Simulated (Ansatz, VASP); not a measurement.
This is a calculation of Al12NO for Ansatz 0.2.0.

The input input.yaml:

```yaml
crystal:
  lattice:
    - [5.7246799319, 0.0, 0.0]
    - [-2.862339966, 4.9577182496, 0.0]
    - [0.0, 0.0, 23.8341815913]
  atoms:
    - { symbol: Al, position: [0.3333333333, 0.1666666667, 0.3356523894] }
    - { symbol: Al, position: [0.3333333333, 0.6666666667, 0.3356523894] }
    - { symbol: Al, position: [0.8333333333, 0.1666666667, 0.3356523894] }
    - { symbol: Al, position: [0.8333333333, 0.6666666667, 0.3356523894] }
    - { symbol: Al, position: [0.6666666667, 0.3333333333, 0.4337086531] }
    - { symbol: Al, position: [0.6666666667, 0.8333333333, 0.4337086531] }
    - { symbol: Al, position: [0.1666666667, 0.3333333333, 0.4337086531] }
    - { symbol: Al, position: [0.1666666667, 0.8333333333, 0.4337086531] }
    - { symbol: Al, position: [0.0, 0.5, 0.5317649168] }
    - { symbol: Al, position: [0.0, 0.0, 0.5317649168] }
    - { symbol: Al, position: [0.5, 0.5, 0.5317649168] }
    - { symbol: Al, position: [0.5, 0.0, 0.5317649168] }
    - { symbol: "N", position: [0.1666666667, 0.3333333333, 0.651760646] }
    - { symbol: O, position: [0.1666666667, 0.3333333333, 0.6030910496] }
hamiltonian:
  xc: pbe
  pseudopotentials: { kind: paw }
kpoints:
  mp_grid: { grid: [6, 6, 1] }
scf:
  occupations: { method: fermi_dirac, width: 0.05 }
output:
  forces: true
  eigenvalues: true
efield:
  axis: 3
  dipole_correction: true
  ramp_width: 0.04
```

Potentials or basis: Ansatz PAW.

Run with:

```console
$ ansatz run input.yaml --threads 4 --pin off --max-ram 11264MiB --backend cpu --events-out ev --progress --plain --runs-dir out
```

Q: Set up the same calculation for VASP 6.6.1. Potentials there: VASP PAW PBE potentials, release 64 (Al, N, O).

A: As run (the cutoff follows the program's own potentials):

The input INCAR:

```
SYSTEM = Al12NO
ALGO = Normal ; DIPOL = 0.5 0.5 0.461
EDIFF = 1E-7 ; ENCUT = 520
GGA = PE ; IDIPOL = 3
ISIF = 2 ; ISMEAR = -1
LASPH = .TRUE. ; LCHARG = .FALSE.
LDIPOL = .TRUE. ; LREAL = .FALSE.
LWAVE = .FALSE. ; NBANDS = 36
NELM = 80 ; PREC = Accurate
SIGMA = 0.05
```

File KPOINTS:

```
k-points
0
G
  6 6 1
  0 0 0
```

Contents of POSCAR:

```
Al12NO
1.0
    5.7246799319      0.0000000000      0.0000000000
   -2.8623399660      4.9577182496      0.0000000000
    0.0000000000      0.0000000000     23.8341815913
Al N O
12 1 1
Direct
    0.3333333333      0.1666666667      0.3356523894
    0.3333333333      0.6666666667      0.3356523894
    0.8333333333      0.1666666667      0.3356523894
    0.8333333333      0.6666666667      0.3356523894
    0.6666666667      0.3333333333      0.4337086531
    0.6666666667      0.8333333333      0.4337086531
    0.1666666667      0.3333333333      0.4337086531
    0.1666666667      0.8333333333      0.4337086531
    0.0000000000      0.5000000000      0.5317649168
    0.0000000000      0.0000000000      0.5317649168
    0.5000000000      0.5000000000      0.5317649168
    0.5000000000      0.0000000000      0.5317649168
    0.1666666667      0.3333333333      0.6517606460
    0.1666666667      0.3333333333      0.6030910496
```

Potentials or basis: VASP PAW PBE potentials, release 64 (Al, N, O).

The run is started by

```console
$ cat potpaw_PBE.64/Al/POTCAR potpaw_PBE.64/N/POTCAR potpaw_PBE.64/O/POTCAR > POTCAR
$ mpirun -np 1 vasp_std > vasp.out
```

Both were run:

|  | VASP | Ansatz | Ansatz less VASP |
| --- | --- | --- | --- |
| gap on the k mesh at the Fermi level (eV) | none | none | - |
| rms of the force components (eV/Å) | 0.916 | 0.638 | -0.2779 |

Atom by atom the forces differ by 0.295 eV/Å (rms over components). A gap of «none» marks a metal or a gap that the smearing closes. The functional is the same, so the differences come from potentials, cutoffs and numerics.

Noted on VASP's run: the standard files for N, O and F lose accuracy on very short bonds.
